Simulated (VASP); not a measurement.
# MnHg (Pm-3m) in VASP: further runs

MnHg is run at these levels: r2SCAN, PBE; tasks: single point, relaxation of cell and atoms.

Everything below comes from runs of VASP 6.6.1. Logs are shortened: lines on timing, memory, paths and dates and some standing lists are left out, and cuts for length are marked.

## Step 1: The cell of the first run

It takes space group Pm-3m (No. 221, cubic). Conventional cell: a = 3.315 Å, b = 3.315 Å, c = 3.315 Å, α = 90.00°, β = 90.00°, γ = 90.00°. Mn (site symmetry m-3m) has 8 Hg at 2.87 Å and 6 Mn at 3.31 to 3.32 Å within 3.8 Å. Hg (site symmetry m-3m) has 8 Mn at 2.87 Å and 6 Hg at 3.31 Å within 3.8 Å.

## Step 2: Single point, r2SCAN

Contents of POSCAR:

```
MnHg
1.0
    3.3150000000      0.0000000000      0.0000000000
    0.0000000000      3.3150000000      0.0000000000
    0.0000000000      0.0000000000      3.3150000000
Mn Hg
1 1
Direct
    0.5000000000      0.5000000000      0.5000000000
    0.0000000000      0.0000000000      0.0000000000
```

Contents of INCAR.step1:

```
SYSTEM = MnHg
PREC = Accurate
ENCUT = 550
ISMEAR = 0
SIGMA = 0.1
LREAL = .False.
LASPH = .True.
NELM = 120
NBANDS = 20
GGA = PE
ALGO = Normal
EDIFF = 1E-5
LWAVE = .True.
LCHARG = .False.
GGA_COMPAT = .False.
```

Contents of INCAR.step2:

```
SYSTEM = MnHg
PREC = Accurate
ENCUT = 550
EDIFF = 1E-6
ISMEAR = 0
SIGMA = 0.1
LREAL = .False.
LASPH = .True.
NELM = 120
ALGO = Normal
ISIF = 2
LWAVE = .False.
LCHARG = .True.
METAGGA = R2SCAN
LMIXTAU = .True.
LELF = .True.
LVHAR = .True.
NBANDS = 20
ISTART = 1
GGA_COMPAT = .False.
```

Contents of KPOINTS:

```
Automatic mesh
0
Gamma
  12 12 12
  0 0 0
```

Potentials or basis: VASP PAW PBE potentials, release 64 (Mn_pv, Hg).

Launch:

```
> cat potpaw_PBE.64/Mn_pv/POTCAR potpaw_PBE.64/Hg/POTCAR > POTCAR
> cp INCAR.step1 INCAR
> mpirun -np 1 vasp_std > vasp.out
> cp INCAR.step2 INCAR
> mpirun -np 1 vasp_std > vasp.out
```

OUTCAR:

```text
SYSTEM = MnHg
   PREC = Accurate
   ENCUT = 550
   EDIFF = 1E-6
   ISMEAR = 0
   LREAL = .False.
   LASPH = .True.
   NELM = 120
   ISIF = 2
   METAGGA = R2SCAN
   ISTART = 1

 ion  position               nearest neighbor table
   1  0.500  0.500  0.500-   2 2.87   2 2.87   2 2.87   2 2.87   2 2.87   2 2.87   2 2.87   2 2.87

   2  0.000  0.000  0.000-   1 2.87   1 2.87   1 2.87   1 2.87   1 2.87   1 2.87   1 2.87   1 2.87

  LATTYP: Found a simple cubic cell.
 ALAT       =     3.3150000000

  Lattice vectors:

 A1 = (   3.3150000000,   0.0000000000,   0.0000000000)
 A2 = (   0.0000000000,   3.3150000000,   0.0000000000)
 A3 = (   0.0000000000,   0.0000000000,   3.3150000000)

Analysis of symmetry for initial positions (statically):
=====================================================================
 Subroutine PRICEL returns:
 Original cell was already a primitive cell.

 Routine SETGRP: Setting up the symmetry group for a
 simple cubic supercell.

 Subroutine GETGRP returns: Found 48 space group operations
 (whereof 48 operations were pure point group operations)
 out of a pool of 48 trial point group operations.

The static configuration has the point symmetry O_h .

Analysis of symmetry for dynamics (positions and initial velocities):
=====================================================================
 Subroutine PRICEL returns:
 Original cell was already a primitive cell.

 Routine SETGRP: Setting up the symmetry group for a
 simple cubic supercell.

 Subroutine GETGRP returns: Found 48 space group operations
 (whereof 48 operations were pure point group operations)
 out of a pool of 48 trial point group operations.

The dynamic configuration has the point symmetry O_h .

 Subroutine INISYM returns: Found 48 space group operations
 (whereof 48 operations are pure point group operations),
 and found     1 'primitive' translations

----------------------------------------------------------------------------------------

                                     Primitive cell

  volume of cell :      36.4293

  direct lattice vectors                    reciprocal lattice vectors
     3.315000000  0.000000000  0.000000000     0.301659125  0.000000000  0.000000000
     0.000000000  3.315000000  0.000000000     0.000000000  0.301659125  0.000000000
     0.000000000  0.000000000  3.315000000     0.000000000  0.000000000  0.301659125

  length of vectors
     3.315000000  3.315000000  3.315000000     0.301659125  0.301659125  0.301659125

  position of ions in fractional coordinates (direct lattice)
     0.500000000  0.500000000  0.500000000
     0.000000000  0.000000000  0.000000000

  ion indices of the primitive-cell ions
   primitive index   ion index
                 1           1
                 2           2

----------------------------------------------------------------------------------------

 KPOINTS: Automatic mesh

Automatic generation of k-mesh.
 Grid dimensions read from file:
 generate k-points for:   12   12   12

 Generating k-lattice:

  Cartesian coordinates                     Fractional coordinates (reciprocal lattice)
     0.025138260  0.000000000  0.000000000     0.083333333  0.000000000  0.000000000
     0.000000000  0.025138260  0.000000000     0.000000000  0.083333333  0.000000000
     0.000000000  0.000000000  0.025138260     0.000000000  0.000000000  0.083333333

  Length of vectors
     0.025138260  0.025138260  0.025138260

  Shift w.r.t. Gamma in fractional coordinates (k-lattice)
     0.000000000  0.000000000  0.000000000

 Subroutine IBZKPT returns following result:
 ===========================================

 Found     84 irreducible k-points:

 Following reciprocal coordinates:
            Coordinates               Weight
  0.000000  0.000000  0.000000      1.000000
  0.083333  0.000000  0.000000      6.000000
  0.166667  0.000000  0.000000      6.000000
  0.250000  0.000000  0.000000      6.000000
  0.333333  0.000000  0.000000      6.000000
  0.416667  0.000000  0.000000      6.000000
[... 16 lines left out ...]
  0.333333  0.333333  0.000000     12.000000
  0.416667  0.333333  0.000000     24.000000
 [... further k-points ...]
   k-points           NKPTS =     84   k-points in BZ     NKDIM =     84   number of bands    NBANDS=     20
   number of dos      NEDOS =    301   number of ions     NIONS =      2
   total plane-waves  NPLWV =  21952
   dimension x,y,z NGX =    28 NGY =   28 NGZ =   28
   dimension x,y,z NGXF=    56 NGYF=   56 NGZF=   56
   ions per type =               1   1
   NGX,Y,Z   is equivalent  to a cutoff of  14.04, 14.04, 14.04 a.u.
   NGXF,Y,Z  is equivalent  to a cutoff of  28.08, 28.08, 28.08 a.u.
 SYSTEM =  MnHg
   PREC   = accura    normal or accurate (medium, high low for compatibility)
   ISTART =      1    job   : 0-new  1-cont  2-samecut
   ICHARG =      0    charge: 1-file 2-atom 10-const
   ISPIN  =      1    spin polarized calculation?
   LNONCOLLINEAR =      F non collinear calculations
   LSORBIT =      F    spin-orbit coupling
   LASPH  =      T    aspherical Exc in radial PAW
   ENCUT  =  550.0 eV  40.42 Ry    6.36 a.u.   6.34  6.34  6.34*2*pi/ulx,y,z
   NELM   =    120;   NELMIN=  2; NELMDL=  0     # of ELM steps
   EDIFF  = 0.1E-05   stopping-criterion for ELM
   LREAL  =      F    real-space projection
   EDIFFG = 0.1E-04   stopping-criterion for IOM
   NSW    =      0    number of steps for IOM
   IBRION =     -1    ionic relax: 0-MD 1-quasi-New 2-CG
   NFREE  =      0    steps in history (QN), initial steepest desc. (CG)
   ISIF   =      2    stress and relaxation
   ISYM   =      2    0-nonsym 1-usesym 2-fastsym
   POTIM  = 0.5000    time-step for ionic-motion
   TEBEG  =    0.0;   TEEND  =   0.0 temperature during run
   PSTRESS=    0.0 pullay stress
   NELECT =      25.0000    total number of electrons
   NUPDOWN=      -1.0000    fix difference up-down
   EMIN   =  10.00;   EMAX   =-10.00  energy-range for DOS
   EFERMI =   0.00;   METHOD = LEGACY
   ISMEAR =     0;   SIGMA  =   0.10  broadening in eV -4-tet -1-fermi 0-gaus
   EFERMI_NEDOS =   21; number of points for ismear=-14 and -15
   IALGO  =     38    algorithm
   IMIX   =      4    mixing-type and parameters
     AMIX     =   0.40;   BMIX     =  1.00
     AMIX_MAG =   1.60;   BMIX_MAG =  1.00
  volume/ion in A,a.u.               =      18.21       122.92
  Fermi-wavevector in a.u.,A,eV,Ry     =   1.444014  2.728790 28.370534  2.085175
  Thomas-Fermi vector in A             =   2.562356
   LORBIT       =      0    0 simple, 1 ext, 2 COOP (PROOUT), +10 PAW based schemes
   METAGGA = R2SCAN    functional components
   LHFCALC =     F    Hartree Fock is set to
   AEXX    =    0.0000 exact exchange contribution
   IVDW    =     0    specifies the selected vdW correction
   LEPSILON=     F    determine dielectric tensor
   LRPA    =     F    only Hartree local field effects (RPA)
 non-spin polarized calculation
 Gauss-broadening in eV      SIGMA  =   0.10
  energy-cutoff  :      550.00
  volume of cell :       36.43
 maximum number of plane-waves:      1081
 NGX is ok and might be reduce to    28
   NGX = 13   NGY = 13   NGZ = 13

 number of electron      25.0000013 magnetization

 Free energy of the ion-electron system (eV)
  ---------------------------------------------------
  ext. energy  EPLUGINS =         0.00000000
  ---------------------------------------------------
  free energy    TOTEN  =       -61.29699234 eV

  energy without entropy =      -61.27303447  energy(sigma->0) =      -61.28501340

 E-fermi :   4.6985     XC(G=0): -12.6606

 val. band max:        4.6931257453   @ k =   0.4167   0.1667   0.1667
 cond. band min:       4.7037000385   @ k =   0.3333   0.3333   0.3333
 fundamental gap:      0.0105742932
 Fermi energy:         4.6985388949

 k-point     1 :       0.0000    0.0000    0.0000
  band No.  band energies     occupation
      1     -44.7676      2.00000
      2     -44.7676      2.00000
      3     -44.7676      2.00000
      4      -4.5778      2.00000
      5      -3.4406      2.00000
      6      -3.4406      2.00000
[... 12 lines left out ...]
     19      17.2744      0.00000
     20      17.2744      0.00000

 k-point     2 :       0.0833    0.0000    0.0000
  band No.  band energies     occupation
      1     -44.7688      2.00000
      2     -44.7675      2.00000
      3     -44.7675      2.00000
      4      -4.4656      2.00000
      5      -3.4246      2.00000
      6      -3.3880      2.00000
[... 12 lines left out ...]
     19      17.2911      0.00000
     20      17.8737      0.00000

 k-point     3 :       0.1667    0.0000    0.0000
  band No.  band energies     occupation
      1     -44.7723      2.00000
      2     -44.7673      2.00000
      3     -44.7673      2.00000
      4      -4.1573      2.00000
      5      -3.3805      2.00000
      6      -3.2123      2.00000
[... 12 lines left out ...]
     19      17.3422      0.00000
     20      19.7337      0.00000

 k-point     4 :       0.2500    0.0000    0.0000
  band No.  band energies     occupation
      1     -44.7770      2.00000
      2     -44.7670      2.00000
      3     -44.7670      2.00000
      4      -3.7731      2.00000
      5      -3.3190      2.00000
      6      -2.8246      2.00000
[... 12 lines left out ...]
     19      17.4296      0.00000
     20      20.9612      0.00000

 k-point     5 :       0.3333    0.0000    0.0000
  band No.  band energies     occupation
      1     -44.7817      2.00000
      2     -44.7667      2.00000
      3     -44.7667      2.00000
      4      -3.4899      2.00000
      5      -3.2559      2.00000
      6      -2.5230      2.00000
[... 12 lines left out ...]
     19      17.5496      0.00000
     20      20.1775      0.00000
[... 353 lines left out ...]
      6      -2.6274      2.00000
[... 12 lines left out ...]
     19      17.6062      0.00000
     20      18.7037      0.00000

 k-point    22 :       0.5000    0.2500    0.0000
  band No.  band energies     occupation
      1     -44.7854      2.00000
      2     -44.7753      2.00000
      3     -44.7656      2.00000
      4      -3.2094      2.00000
      5      -3.1858      2.00000
      6      -2.6539      2.00000
[... 12 lines left out ...]
     19      17.9742      0.00000
     20      18.1454      0.00000

 k-point    23 :       0.3333    0.3333    0.0000
  band No.  band energies     occupation
      1     -44.7805      2.00000
      2     -44.7801      2.00000
      3     -44.7656      2.00000
      4      -3.2894      2.00000
      5      -3.1990      2.00000
      6      -2.5876      2.00000
[... 12 lines left out ...]
     19      17.4460      0.00000
     20      19.0316      0.00000

 k-point    24 :       0.4167    0.3333    0.0000
  band No.  band energies     occupation
      1     -44.7836      2.00000
      2     -44.7799      2.00000
      3     -44.7653      2.00000
      4      -3.3683      2.00000
      5      -3.2062      2.00000
      6      -2.6483      2.00000
[... 12 lines left out ...]
     19      17.6554      0.00000
     20      18.4888      0.00000

 [... further k-points ...]
[... 5 lines left out ...]
  --------------------------------------------------------------------------------------
  -------------------------------------------------------------------------------------
  Total       -4.1027431     -4.1027431     -4.1027431      0.0000000      0.0000000     -0.0000000
  in kB     -180.4406196   -180.4406196   -180.4406196      0.0000000      0.0000000     -0.0000000
  external PRESSURE =    -180.4406196 kB  Pullay stress =       0.0000000 kB

 VOLUME and BASIS-vectors are now :
 -----------------------------------------------------------------------------
  energy-cutoff  :      550.00
  volume of cell :       36.43
      direct lattice vectors                 reciprocal lattice vectors
     3.315000000  0.000000000  0.000000000     0.301659125  0.000000000  0.000000000
     0.000000000  3.315000000  0.000000000     0.000000000  0.301659125  0.000000000
     0.000000000  0.000000000  3.315000000     0.000000000  0.000000000  0.301659125

 POSITION                                       TOTAL-FORCE (eV/Angst)
 -----------------------------------------------------------------------------------
      1.65750      1.65750      1.65750         0.000000      0.000000      0.000000
      0.00000      0.00000      0.00000         0.000000      0.000000      0.000000
 -----------------------------------------------------------------------------------
    total drift:                                0.000000      0.000000      0.000000

  FREE ENERGIE OF THE ION-ELECTRON SYSTEM (eV)
  ---------------------------------------------------
  free  energy   TOTEN  =       -61.2969923356 eV

  energy  without entropy=      -61.2730344667  energy(sigma->0) =      -61.28501340
```

It took 1.7 min on 1 thread of Intel Xeon 6975P-C (Granite Rapids), shared host; peak memory 0.21 GiB.

What came out:

| Item | Value |
| --- | --- |
| Free energy | -61.2970 eV |
| Pressure | -18.0 GPa |
| Band gap on the k mesh | zero (an odd number of electrons rules out a gap without spin polarisation) |

Caveat: the cell stands under tension; the PAW data sets were made with another functional, which shifts forces and pressure a little; spin-orbit coupling is left out, which moves the levels of the heavy elements; the run has no spin polarisation, though such a crystal can be magnetic. Spin polarisation is off, so any magnetic state and its effect on volume and gap are missing.

## Step 3: Relaxation of cell and atoms, PBE

Contents of INCAR:

```
SYSTEM = MnHg
PREC = Accurate
ENCUT = 500
EDIFF = 1E-7
ISMEAR = 0
SIGMA = 0.1
LREAL = .False.
LASPH = .True.
NELM = 120
ALGO = Normal
ISIF = 3
LWAVE = .False.
LCHARG = .False.
GGA = PE
IBRION = 2
NSW = 80
EDIFFG = -0.01
GGA_COMPAT = .False.
NELMIN = 4
```

KPOINTS is that of step 2.

POSCAR is that of step 2.

Potentials or basis: VASP PAW PBE potentials, release 64 (Mn_pv, Hg).

Launch:

```
> cat potpaw_PBE.64/Mn_pv/POTCAR potpaw_PBE.64/Hg/POTCAR > POTCAR
> mpirun -np 1 vasp_std > vasp.out
```

It took 48 s on 1 thread of Intel Xeon 6975P-C (Granite Rapids), shared host; peak memory 0.18 GiB.

It converged, with:

* Free energy: -7.3023 eV
* Relaxed volume: 15.72 Å³/atom
* Relaxed cell: a = 3.156 Å, b = 3.156 Å, c = 3.156 Å, α = 90.00°, β = 90.00°, γ = 90.00°
* Space group after relaxing (to 0.1 Å): Pm-3m (No. 221)
* Energy gained by relaxing: 132.0 meV/atom
* Ionic steps: 6
* Pressure after relaxing: 0.0 GPa
* Band gap on the k mesh: zero (an odd number of electrons rules out a gap without spin polarisation)

The path:
```csv
step,energy change (eV),largest force (eV/Å),pressure (GPa),volume (Å³)
1,0.0000,0.0000,-14.47,36.43
2,-0.1035,0.0000,18.98,28.43
3,-0.2640,0.0000,-0.25,31.49
4,-0.2640,0.0000,0.17,31.40
5,-0.2640,0.0000,-0.16,31.47
6,-0.2640,0.0000,0.01,31.43
```

Final structure:
```
CELL_PARAMETERS angstrom
3.15600 0.00000 0.00000
0.00000 3.15600 0.00000
0.00000 0.00000 3.15600
ATOMIC_POSITIONS crystal
Mn 0.50000 0.50000 0.50000
Hg 0.00000 0.00000 0.00000
```

Levels at points of the mesh, in eV from the Fermi level:
```tsv
k point	band 11	band 12	band 13	band 14	band 15	band 16
(0.00, 0.00, 0.00)	-0.86	0.33	0.33	0.33	6.29	6.29
(0.50, 0.00, 0.00)	-1.40	-0.74	-0.74	0.04	0.90	12.26
(0.50, 0.50, 0.00)	-1.17	-0.55	0.26	0.26	0.54	3.05
(0.50, 0.50, 0.50)	-2.40	0.58	0.58	1.76	5.98	5.98
```

Caveat: spin-orbit coupling is left out, which moves the levels of the heavy elements; the run has no spin polarisation, though such a crystal can be magnetic.

## Step 4: Single point, PBE, collinear spin, ferromagnetic start

Contents of INCAR:

```
ALGO     = Normal         # electronic algorithm
EDIFF    = 1E-6           # SCF threshold, eV
ENCUT    = 500            # plane-wave cutoff, eV
GGA      = PE             # functional
GGA_COMPAT= F            
ISIF     = 2              # what is computed and relaxed
ISMEAR   = 0              # smearing method
ISPIN    = 2              # spin polarisation
LASPH    = T              # aspherical terms in the spheres
LCHARG   = F              # write CHGCAR
LMAXMIX  = 4              # l up to which the mixer works
LORBIT   = 11             # projections on sites
LREAL    = F              # projectors in reciprocal space
LWAVE    = F              # write WAVECAR
MAGMOM   = 4.25 0         # initial moments
NBANDS   = 24             # bands
NELM     = 200            # most SCF steps
PREC     = Accurate       # precision mode
SIGMA    = 0.1            # smearing width, eV
```

Contents of KPOINTS:

```
k-points
0
Gamma
  12 12 12
```

POSCAR is that of step 3.

Potentials or basis: VASP PAW PBE potentials, release 64 (Mn_pv, Hg).

Launch:

```
> cat potpaw_PBE.64/Mn_pv/POTCAR potpaw_PBE.64/Hg/POTCAR > POTCAR
> mpirun -np 1 vasp_std > vasp.out
```

OUTCAR:

```text
EDIFF = 1E-6
   ENCUT = 500
   GGA = PE
   ISIF = 2
   ISMEAR = 0
   ISPIN = 2
   LASPH = T
   LORBIT = 11
   LREAL = F
   NELM = 200
   PREC = Accurate

 ion  position               nearest neighbor table
   1  0.500  0.500  0.500-   2 2.87   2 2.87   2 2.87   2 2.87   2 2.87   2 2.87   2 2.87   2 2.87

   2  0.000  0.000  0.000-   1 2.87   1 2.87   1 2.87   1 2.87   1 2.87   1 2.87   1 2.87   1 2.87

  LATTYP: Found a simple cubic cell.
 ALAT       =     3.3150000000

  Lattice vectors:
[... 1511 lines left out ...]
  in kB       10.6651317     10.6651317     10.6651317     -0.0000000      0.0000000      0.0000000
  external PRESSURE =      10.6651317 kB  Pullay stress =       0.0000000 kB

 VOLUME and BASIS-vectors are now :
 -----------------------------------------------------------------------------
  energy-cutoff  :      500.00
  volume of cell :       36.43
      direct lattice vectors                 reciprocal lattice vectors
     3.315000000  0.000000000  0.000000000     0.301659125  0.000000000  0.000000000
     0.000000000  3.315000000  0.000000000     0.000000000  0.301659125  0.000000000
     0.000000000  0.000000000  3.315000000     0.000000000  0.000000000  0.301659125

 POSITION                                       TOTAL-FORCE (eV/Angst)
 -----------------------------------------------------------------------------------
      1.65750      1.65750      1.65750         0.000000      0.000000      0.000000
      0.00000      0.00000      0.00000         0.000000      0.000000      0.000000
 -----------------------------------------------------------------------------------
    total drift:                                0.000000      0.000000     -0.000000

  FREE ENERGIE OF THE ION-ELECTRON SYSTEM (eV)
  ---------------------------------------------------
  free  energy   TOTEN  =        -8.4966778426 eV

  energy  without entropy=       -8.4898992309  energy(sigma->0) =       -8.49328854

 total charge

# of ion       s       p       d       tot
------------------------------------------
    1        0.252   6.173   4.975  11.401
    2        0.817   0.519   9.255  10.590
--------------------------------------------------
tot          1.069   6.692  14.230  21.991

 magnetization (x)

# of ion       s       p       d       tot
------------------------------------------
    1        0.029   0.016   3.794   3.839
    2       -0.042  -0.061   0.049  -0.055
--------------------------------------------------
tot         -0.013  -0.046   3.843   3.784
```

stdout:

```text
POSCAR found type information on POSCAR MnHg
 POSCAR found :  2 types and       2 ions
 scaLAPACK will be used
 LDA part: xc-table for (Slater+PW92), standard interpolation
 POSCAR, INCAR and KPOINTS ok, starting setup
 FFT: planning ... GRIDC
 FFT: planning ... GRID_SOFT
 FFT: planning ... GRID
 WAVECAR not read
 entering main loop
```

It took 32 s on 1 thread of Intel Xeon 6975P-C (Granite Rapids), shared host; peak memory 0.23 GiB.

What came out:

```yaml
Free_energy: -8.4967 eV
Pressure: 1.1 GPa
Net_moment: 3.93 μB per cell
Site_moments: Mn +3.84; Hg -0.06 μB
Valence_electrons_inside_the_program's_atomic_spheres: Mn 11.40; Hg 10.59
```

Caveat: spin-orbit coupling is left out, which moves the levels of the heavy elements.

(Continued in part 2 of 2.)
